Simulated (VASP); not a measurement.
# CdTe: single point with HSE06

Crystal: CdTe.

```
Cd Te
1.0
     0.00000    3.27996    3.27996
     3.35539    0.00000    3.27996
     3.35539    3.27996    0.00000
Cd Te
1 1
Direct
  0.00000 0.00000 0.00000
  0.25000 0.25000 0.25000
```

This cell differs from its parent crystal: uniaxial x strain +2.3%.

```yaml
Program: VASP 6.6.1
Task: single point
Functional: HSE06
Potentials_or_basis: VASP PAW PBE potentials, release 64 (Cd, Te)
Cutoff: 520 eV
k_mesh: 4 × 4 × 4
Occupations: gaussian, width 0.01 eV
Spin: no spin polarisation
```

| Quantity | Value |
| --- | --- |
| Pressure | -0.6 GPa |
| Band gap on the k mesh | 1.34 eV |

Stress tensor (GPa, compression positive):
```
-0.94  0.00  0.00
 0.00 -0.49  0.00
 0.00  0.00 -0.49
```

Levels at points of the mesh, in eV from the valence-band top:
```
           k point  band 6  band 7  band 8  band 9  band 10  band 11  band 12  band 13
(0.00, 0.00, 0.00)   -9.24   -0.08    0.00    0.00     1.34     5.47     5.47     5.48
(0.50, 0.00, 0.00)   -8.84   -4.41   -0.82   -0.71     2.52     5.97     6.11     7.89
(0.50, 0.50, 0.00)   -8.66   -4.29   -1.87   -1.83     3.34     3.38     9.65     9.92
(0.00, 0.50, 0.50)   -8.70   -4.40   -1.75   -1.75     3.42     3.56     9.49    10.02
```

Wall time 49 min on 1 thread of AMD EPYC 7R13, with other jobs on the host, peak memory 0.3 GiB.

Caveat: the cell differs from its parent crystal (uniaxial x strain +2.3%); the PAW data sets were made with another functional, which shifts forces and pressure a little; spin-orbit coupling is left out, which moves the levels of the heavy elements.
